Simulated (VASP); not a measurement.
# ScAl (Pm-3m) in VASP: settings compared

ScAl is run at these levels: LDA, LDA+U; tasks: single point.

Everything below comes from runs of VASP 6.6.1. Logs are shortened: lines on timing, memory, paths and dates and some standing lists are left out, and cuts for length are marked.

## Step 1: The cell of the first run

It takes space group Pm-3m (No. 221, cubic). The conventional cell has a = 3.269 Å, b = 3.269 Å, c = 3.269 Å, α = 90.00°, β = 90.00°, γ = 90.00°. Sc (site symmetry m-3m) has 8 Al at 2.83 Å and 6 Sc at 3.27 Å within 3.7 Å. Al (site symmetry m-3m) has 8 Sc at 2.83 Å and 6 Al at 3.27 Å within 3.7 Å.

## Step 2: Single point, LDA (strain -0.030 along x and y, -0.030 along z)

Input file INCAR:

```
ALGO     = Normal         # electronic algorithm
EDIFF    = 1E-6           # SCF threshold, eV
ENCUT    = 520            # plane-wave cutoff, eV
ISIF     = 2              # what is computed and relaxed
ISMEAR   = 0              # smearing method
LASPH    = T              # aspherical terms in the spheres
LCHARG   = T              # write CHGCAR
LELF     = T              # ELF
LREAL    = F              # projectors in reciprocal space
LVHAR    = T            
LWAVE    = F              # write WAVECAR
NBANDS   = 14             # bands
NELM     = 60             # most SCF steps
PREC     = Accurate       # precision mode
SIGMA    = 0.15           # smearing width, eV
```

Input file KPOINTS:

```
k-points
0
Gamma
  14 14 14
```

Input file POSCAR:

```
ScAl
1.0
    3.2692385009      0.0000000000      0.0000000000
    0.0000000000      3.2692385009      0.0000000000
    0.0000000000      0.0000000000      3.2692385009
Sc Al
1 1
Direct
    0.5000000000      0.5000000000      0.5000000000
    0.0000000000      0.0000000000      0.0000000000
```

Potentials or basis: VASP PAW LDA potentials, release 64 (Sc_sv, Al).

Launch:

```console
$ cat potpaw_LDA.64/Sc_sv/POTCAR potpaw_LDA.64/Al/POTCAR > POTCAR
$ mpirun -np 1 vasp_std > vasp.out
```

OUTCAR:

```text
EDIFF = 1E-6
   ENCUT = 520
   ISIF = 2
   ISMEAR = 0
   LASPH = T
   LREAL = F
   NELM = 60
   PREC = Accurate

 ion  position               nearest neighbor table
   1  0.500  0.500  0.500-   2 2.83   2 2.83   2 2.83   2 2.83   2 2.83   2 2.83   2 2.83   2 2.83

   2  0.000  0.000  0.000-   1 2.83   1 2.83   1 2.83   1 2.83   1 2.83   1 2.83   1 2.83   1 2.83

  LATTYP: Found a simple cubic cell.
 ALAT       =     3.2692385009

  Lattice vectors:

 A1 = (   3.2692385009,   0.0000000000,   0.0000000000)
 A2 = (   0.0000000000,   3.2692385009,   0.0000000000)
 A3 = (   0.0000000000,   0.0000000000,   3.2692385009)

Analysis of symmetry for initial positions (statically):
=====================================================================
 Subroutine PRICEL returns:
 Original cell was already a primitive cell.

 Routine SETGRP: Setting up the symmetry group for a
 simple cubic supercell.

 Subroutine GETGRP returns: Found 48 space group operations
 (whereof 48 operations were pure point group operations)
 out of a pool of 48 trial point group operations.

The static configuration has the point symmetry O_h .

Analysis of symmetry for dynamics (positions and initial velocities):
=====================================================================
 Subroutine PRICEL returns:
 Original cell was already a primitive cell.

 Routine SETGRP: Setting up the symmetry group for a
 simple cubic supercell.

 Subroutine GETGRP returns: Found 48 space group operations
 (whereof 48 operations were pure point group operations)
 out of a pool of 48 trial point group operations.

The dynamic configuration has the point symmetry O_h .

 Subroutine INISYM returns: Found 48 space group operations
 (whereof 48 operations are pure point group operations),
 and found     1 'primitive' translations

----------------------------------------------------------------------------------------

                                     Primitive cell

  volume of cell :      34.9414

  direct lattice vectors                    reciprocal lattice vectors
     3.269238501  0.000000000  0.000000000     0.305881630  0.000000000  0.000000000
     0.000000000  3.269238501  0.000000000     0.000000000  0.305881630  0.000000000
     0.000000000  0.000000000  3.269238501     0.000000000  0.000000000  0.305881630

  length of vectors
     3.269238501  3.269238501  3.269238501     0.305881630  0.305881630  0.305881630

  position of ions in fractional coordinates (direct lattice)
     0.500000000  0.500000000  0.500000000
     0.000000000  0.000000000  0.000000000

  ion indices of the primitive-cell ions
   primitive index   ion index
                 1           1
                 2           2

----------------------------------------------------------------------------------------

 KPOINTS: k-points

Automatic generation of k-mesh.
 Grid dimensions read from file:
 generate k-points for:   14   14   14

 Generating k-lattice:

  Cartesian coordinates                     Fractional coordinates (reciprocal lattice)
     0.021848688  0.000000000  0.000000000     0.071428571  0.000000000  0.000000000
     0.000000000  0.021848688  0.000000000     0.000000000  0.071428571  0.000000000
     0.000000000  0.000000000  0.021848688     0.000000000  0.000000000  0.071428571

  Length of vectors
     0.021848688  0.021848688  0.021848688

  Shift w.r.t. Gamma in fractional coordinates (k-lattice)
     0.000000000  0.000000000  0.000000000

 Subroutine IBZKPT returns following result:
 ===========================================

 Found    120 irreducible k-points:

 Following reciprocal coordinates:
            Coordinates               Weight
  0.000000  0.000000  0.000000      1.000000
  0.071429  0.000000  0.000000      6.000000
  0.142857  0.000000  0.000000      6.000000
  0.214286  0.000000  0.000000      6.000000
  0.285714  0.000000  0.000000      6.000000
  0.357143  0.000000  0.000000      6.000000
[... 16 lines left out ...]
  0.285714  0.214286  0.000000     24.000000
  0.357143  0.214286  0.000000     24.000000
 [... further k-points ...]
   k-points           NKPTS =    120   k-points in BZ     NKDIM =    120   number of bands    NBANDS=     14
   number of dos      NEDOS =    301   number of ions     NIONS =      2
   total plane-waves  NPLWV =  13824
   dimension x,y,z NGX =    24 NGY =   24 NGZ =   24
   dimension x,y,z NGXF=    48 NGYF=   48 NGZF=   48
   ions per type =               1   1
   NGX,Y,Z   is equivalent  to a cutoff of  12.20, 12.20, 12.20 a.u.
   NGXF,Y,Z  is equivalent  to a cutoff of  24.41, 24.41, 24.41 a.u.
 SYSTEM =  unknown system
   PREC   = accura    normal or accurate (medium, high low for compatibility)
   ISTART =      0    job   : 0-new  1-cont  2-samecut
   ICHARG =      2    charge: 1-file 2-atom 10-const
   ISPIN  =      1    spin polarized calculation?
   LNONCOLLINEAR =      F non collinear calculations
   LSORBIT =      F    spin-orbit coupling
   LASPH  =      T    aspherical Exc in radial PAW
   ENCUT  =  520.0 eV  38.22 Ry    6.18 a.u.   6.08  6.08  6.08*2*pi/ulx,y,z
   NELM   =     60;   NELMIN=  2; NELMDL= -5     # of ELM steps
   EDIFF  = 0.1E-05   stopping-criterion for ELM
   LREAL  =      F    real-space projection
   EDIFFG = 0.1E-04   stopping-criterion for IOM
   NSW    =      0    number of steps for IOM
   IBRION =     -1    ionic relax: 0-MD 1-quasi-New 2-CG
   NFREE  =      0    steps in history (QN), initial steepest desc. (CG)
   ISIF   =      2    stress and relaxation
   ISYM   =      2    0-nonsym 1-usesym 2-fastsym
   POTIM  = 0.5000    time-step for ionic-motion
   TEBEG  =    0.0;   TEEND  =   0.0 temperature during run
   PSTRESS=    0.0 pullay stress
   NELECT =      14.0000    total number of electrons
   NUPDOWN=      -1.0000    fix difference up-down
   EMIN   =  10.00;   EMAX   =-10.00  energy-range for DOS
   EFERMI =   0.00;   METHOD = LEGACY
   ISMEAR =     0;   SIGMA  =   0.15  broadening in eV -4-tet -1-fermi 0-gaus
   EFERMI_NEDOS =   21; number of points for ismear=-14 and -15
   IALGO  =     38    algorithm
   IMIX   =      4    mixing-type and parameters
     AMIX     =   0.40;   BMIX     =  1.00
     AMIX_MAG =   1.60;   BMIX_MAG =  1.00
  volume/ion in A,a.u.               =      17.47       117.90
  Fermi-wavevector in a.u.,A,eV,Ry     =   1.206899  2.280708 19.818315  1.456605
  Thomas-Fermi vector in A             =   2.342553
   LORBIT       =      0    0 simple, 1 ext, 2 COOP (PROOUT), +10 PAW based schemes
   GGA     = CA    functional components
   LHFCALC =     F    Hartree Fock is set to
   AEXX    =    0.0000 exact exchange contribution
   IVDW    =     0    specifies the selected vdW correction
   LEPSILON=     F    determine dielectric tensor
   LRPA    =     F    only Hartree local field effects (RPA)
 non-spin polarized calculation
 Gauss-broadening in eV      SIGMA  =   0.15
  energy-cutoff  :      520.00
  volume of cell :       34.94
 maximum number of plane-waves:       968
   NGX = 13   NGY = 13   NGZ = 13

 number of electron      13.9999995 magnetization

 Free energy of the ion-electron system (eV)
  ---------------------------------------------------
  ext. energy  EPLUGINS =         0.00000000
  ---------------------------------------------------
  free energy    TOTEN  =       -11.87978145 eV

  energy without entropy =      -11.87199454  energy(sigma->0) =      -11.87588800

 E-fermi :   6.5605     XC(G=0): -10.9115

 val. band max:        6.5498585218   @ k =   0.5000   0.3571   0.0000
 cond. band min:       6.5674592917   @ k =   0.4286   0.1429   0.0000
 fundamental gap:      0.0176007699
 Fermi energy:         6.5604816457

 k-point     1 :       0.0000    0.0000    0.0000
  band No.  band energies     occupation
      1     -42.0244      2.00000
      2     -20.9469      2.00000
      3     -20.9469      2.00000
      4     -20.9469      2.00000
      5      -2.1913      2.00000
      6       5.7281      2.00000
      7       5.7281      2.00000
      8       9.4904      0.00000
      9       9.4904      0.00000
     10       9.4904      0.00000
     11      10.7121      0.00000
     12      10.7121      0.00000
     13      10.7121      0.00000
     14      15.7534      0.00000

 k-point     2 :       0.0714    0.0000    0.0000
  band No.  band energies     occupation
      1     -42.0232      2.00000
      2     -20.9601      2.00000
      3     -20.9457      2.00000
      4     -20.9457      2.00000
      5      -2.1117      2.00000
      6       5.6682      2.00000
      7       5.7689      2.00000
      8       9.2224      0.00000
      9       9.2224      0.00000
     10       9.5031      0.00000
     11      10.4852      0.00000
     12      11.0292      0.00000
     13      11.0292      0.00000
     14      15.5974      0.00000

 k-point     3 :       0.1429    0.0000    0.0000
  band No.  band energies     occupation
      1     -42.0199      2.00000
      2     -20.9968      2.00000
      3     -20.9425      2.00000
      4     -20.9425      2.00000
      5      -1.8758      2.00000
      6       5.4364      2.00000
      7       5.8874      2.00000
      8       8.7470      0.00000
      9       8.7470      0.00000
     10       9.5387      0.00000
     11      10.0758      0.00000
     12      11.6556      0.00000
     13      11.6556      0.00000
     14      15.1694      0.00000

 k-point     4 :       0.2143    0.0000    0.0000
  band No.  band energies     occupation
      1     -42.0152      2.00000
      2     -21.0494      2.00000
      3     -20.9377      2.00000
      4     -20.9377      2.00000
      5      -1.4918      2.00000
      6       4.9398      2.00000
      7       6.0711      2.00000
      8       8.2872      0.00000
      9       8.2872      0.00000
     10       9.5911      0.00000
     11       9.8718      0.00000
     12      12.3792      0.00000
     13      12.3792      0.00000
     14      14.5696      0.00000

 k-point     5 :       0.2857    0.0000    0.0000
  band No.  band energies     occupation
      1     -42.0099      2.00000
      2     -21.1072      2.00000
      3     -20.9325      2.00000
      4     -20.9325      2.00000
      5      -0.9731      2.00000
      6       4.1879      2.00000
      7       6.2963      1.98724
      8       7.9000      0.00000
      9       7.9000      0.00000
     10       9.6504      0.00000
     11       9.9878      0.00000
[... 276 lines left out ...]
 k-point    22 :       0.2143    0.2143    0.0000
  band No.  band energies     occupation
      1     -42.0061      2.00000
      2     -21.0423      2.00000
      3     -21.0325      2.00000
      4     -20.9287      2.00000
      5      -0.8492      2.00000
      6       5.3084      2.00000
      7       5.3310      2.00000
      8       7.4985      0.00000
      9       8.2499      0.00000
     10       8.9368      0.00000
     11      10.4853      0.00000
     12      11.3821      0.00000
     13      13.5401      0.00000
     14      14.8081      0.00000

 k-point    23 :       0.2857    0.2143    0.0000
  band No.  band energies     occupation
      1     -42.0009      2.00000
      2     -21.0940      2.00000
      3     -21.0301      2.00000
      4     -20.9234      2.00000
      5      -0.3791      2.00000
      6       4.5812      2.00000
      7       5.5710      2.00000
      8       7.3794      0.00000
      9       8.0617      0.00000
     10       8.8809      0.00000
     11      10.4273      0.00000
     12      11.6619      0.00000
     13      14.1065      0.00000
     14      14.4960      0.00000

 k-point    24 :       0.3571    0.2143    0.0000
  band No.  band energies     occupation
      1     -41.9963      2.00000
      2     -21.1439      2.00000
      3     -21.0242      2.00000
      4     -20.9187      2.00000
      5       0.1830      2.00000
      6       3.7545      2.00000
      7       5.8509      2.00000
      8       7.2273      0.00000
      9       7.8442      0.00000
     10       8.9279      0.00000
     11      10.4830      0.00000
     12      12.1115      0.00000
     13      14.0991      0.00000
     14      14.6340      0.00000

 [... further k-points ...]
[... 5 lines left out ...]
  --------------------------------------------------------------------------------------
  -------------------------------------------------------------------------------------
  Total        0.7589119      0.7589119      0.7589119      0.0000000     -0.0000000      0.0000000
  in kB       34.7986276     34.7986276     34.7986276      0.0000000     -0.0000000      0.0000000
  external PRESSURE =      34.7986276 kB  Pullay stress =       0.0000000 kB

 VOLUME and BASIS-vectors are now :
 -----------------------------------------------------------------------------
  energy-cutoff  :      520.00
  volume of cell :       34.94
      direct lattice vectors                 reciprocal lattice vectors
     3.269238501  0.000000000  0.000000000     0.305881630  0.000000000  0.000000000
     0.000000000  3.269238501  0.000000000     0.000000000  0.305881630  0.000000000
     0.000000000  0.000000000  3.269238501     0.000000000  0.000000000  0.305881630

 POSITION                                       TOTAL-FORCE (eV/Angst)
 -----------------------------------------------------------------------------------
      1.63462      1.63462      1.63462         0.000000      0.000000      0.000000
      0.00000      0.00000      0.00000         0.000000      0.000000      0.000000
 -----------------------------------------------------------------------------------
    total drift:                                0.000000     -0.000000     -0.000000

  FREE ENERGIE OF THE ION-ELECTRON SYSTEM (eV)
  ---------------------------------------------------
  free  energy   TOTEN  =       -11.8797814491 eV

  energy  without entropy=      -11.8719945412  energy(sigma->0) =      -11.87588800
```

Wall time 38 s (1 thread of Intel Xeon Platinum 8375C at 2.90GHz (Ice Lake), shared host); peak memory 0.17 GiB.

Results:

```
Free energy            : -11.8798 eV
Pressure               : 3.5 GPa
Band gap on the k mesh : zero (band 7 reaches 6.83 eV, above the bottom of band 8 at 5.69 eV)
```

Caveat: the cell differs from its parent crystal (strain -0.030 along x and y, -0.030 along z).

## Step 3: Single point, LDA (strain +0.015 along x and y, +0.015 along z)

Input file INCAR:

```
SYSTEM = ScAl
PREC = Accurate
ENCUT = 520
EDIFF = 1E-7
ISMEAR = 0
SIGMA = 0.15
LREAL = .False.
LASPH = .True.
NELM = 100
ALGO = Fast
ISIF = 2
LWAVE = .False.
LCHARG = .True.
GGA = CA
LELF = .True.
LVHAR = .True.
NBANDS = 14
```

Input file KPOINTS:

```
regular mesh
0
Gamma
  14 14 14
  0 0 0
```

Input file POSCAR:

```
ScAl
1.0
    3.4209042045      0.0000000000      0.0000000000
    0.0000000000      3.4209042045      0.0000000000
    0.0000000000      0.0000000000      3.4209042045
Sc Al
1 1
Direct
    0.5000000000      0.5000000000      0.5000000000
    0.0000000000      0.0000000000      0.0000000000
```

Potentials or basis: VASP PAW LDA potentials, release 64 (Sc_sv, Al).

Launch:

```console
$ cat potpaw_LDA.64/Sc_sv/POTCAR potpaw_LDA.64/Al/POTCAR > POTCAR
$ mpirun -np 1 vasp_std > vasp.out
```

It took 95 s on 1 thread of Intel Xeon Platinum 8375C at 2.90GHz (Ice Lake), shared host; peak memory 0.19 GiB.

Results (log left out):

| Property | Result |
| --- | --- |
| Free energy | -11.8053 eV |
| Pressure | -7.0 GPa |
| Band gap on the k mesh | zero (band 7 reaches 5.78 eV, above the bottom of band 8 at 4.67 eV) |

Levels at points of the mesh, in eV from the Fermi level:
| k point | band 5 | band 6 | band 7 | band 8 | band 9 | band 10 |
| --- | --- | --- | --- | --- | --- | --- |
| (0.00, 0.00, 0.00) | -8.24 | -0.61 | -0.61 | 2.51 | 2.51 | 2.51 |
| (0.50, 0.00, 0.00) | -5.58 | -4.40 | 0.24 | 0.70 | 0.70 | 2.72 |
| (0.50, 0.50, 0.00) | -4.63 | -1.78 | -1.78 | -0.81 | 1.43 | 1.43 |
| (0.50, 0.50, 0.50) | -2.42 | -2.42 | -2.42 | -0.73 | 2.84 | 2.84 |

Caveat: the cell differs from its parent crystal (strain +0.015 along x and y, +0.015 along z).

## Step 4: Single point, LDA+U

Input file INCAR:

```
SYSTEM = ScAl
  PREC = Accurate
  ENCUT = 520
  EDIFF = 1E-6
  ISMEAR = 0
  SIGMA = 0.15
  LREAL = .FALSE.
  LASPH = .TRUE.
  NELM = 150
  ALGO = Normal
  ISIF = 2
  LWAVE = .FALSE.
  LCHARG = .FALSE.
  LMAXMIX = 4
  LDAU = .TRUE.
  LDAUTYPE = 2
  LDAUL = 2 -1
  LDAUU = 3 0
  LDAUJ = 0 0
  LDAUPRINT = 1
  NBANDS = 14
```

Input file KPOINTS:

```
regular mesh
0
G
  14 14 14
  0 0 0
```

Input file POSCAR:

```
ScAl
1.0
    3.2692385009      0.0000000000      0.0000000000
    0.0000000000      3.2692385009      0.0000000000
    0.0000000000      0.0000000000      3.2692385009
Sc Al
1 1
Direct
    0.5000000000      0.5000000000      0.5000000000
    0.0000000000      0.0000000000      0.0000000000
```

Launch:

```console
$ cat potpaw_LDA.64/Sc_sv/POTCAR potpaw_LDA.64/Al/POTCAR > POTCAR
$ mpirun -np 1 vasp_std > vasp.out
```

It took 37 s on 1 thread of Intel Xeon Platinum 8375C at 2.90GHz (Ice Lake), shared host; peak memory 0.17 GiB.

It converged, with:

```yaml
Free_energy: -10.3395 eV
Pressure: 8.7 GPa
Band_gap_on_the_k_mesh: zero (band 7 reaches 7.35 eV, above the bottom of band 8 at 5.95 eV)
```

Levels at points of the mesh, in eV from the Fermi level:
| k point | band 4 | band 5 | band 6 | band 7 | band 8 | band 9 | band 10 | band 11 |
| --- | --- | --- | --- | --- | --- | --- | --- | --- |
| (0.00, 0.00, 0.00) | -28.41 | -9.09 | -0.77 | -0.77 | 3.22 | 3.22 | 3.22 | 3.82 |
| (0.50, 0.00, 0.00) | -28.39 | -6.02 | -5.03 | 0.34 | 0.96 | 0.96 | 3.50 | 4.39 |
| (0.50, 0.50, 0.00) | -28.37 | -5.00 | -2.13 | -2.13 | -1.01 | 1.82 | 1.82 | 4.30 |
| (0.50, 0.50, 0.50) | -28.59 | -2.80 | -2.80 | -2.80 | -0.31 | 2.84 | 2.84 | 2.84 |

Eigenvalues of the final occupation matrices:
```tsv
site	spin	trace	eigenvalues
site 1 d	1	0.53	0.10 0.10 0.10 0.12 0.12
site 1 d	2	0.53	0.10 0.10 0.10 0.12 0.12
```

Caveat: U without spin polarisation on a metal has little footing; the U is typed as a test and isn't derived for this compound.

## Step 5: Summary

```tsv
level	U	cell	gap on the mesh (eV)	pressure (GPa)
LDA	-	a = 3.269 Å, 2 atoms	none	3.5
LDA	-	a = 3.421 Å, 2 atoms	none	-7.0
LDA+U	Sc d U = 3.0 eV	a = 3.269 Å, 2 atoms	none	8.7
```

Alike in all rows: task single point; potentials or basis VASP PAW LDA potentials, release 64 (Sc_sv, Al); no spin polarisation; k mesh 14 × 14 × 14; cutoff (eV) 520; smearing gaussian 0.15 eV.

Caveats: U without spin polarisation on a metal has little footing (some runs); the U is typed as a test and isn't derived for this compound (some runs).

Absolute energies hang on the potentials; compare differences alone.
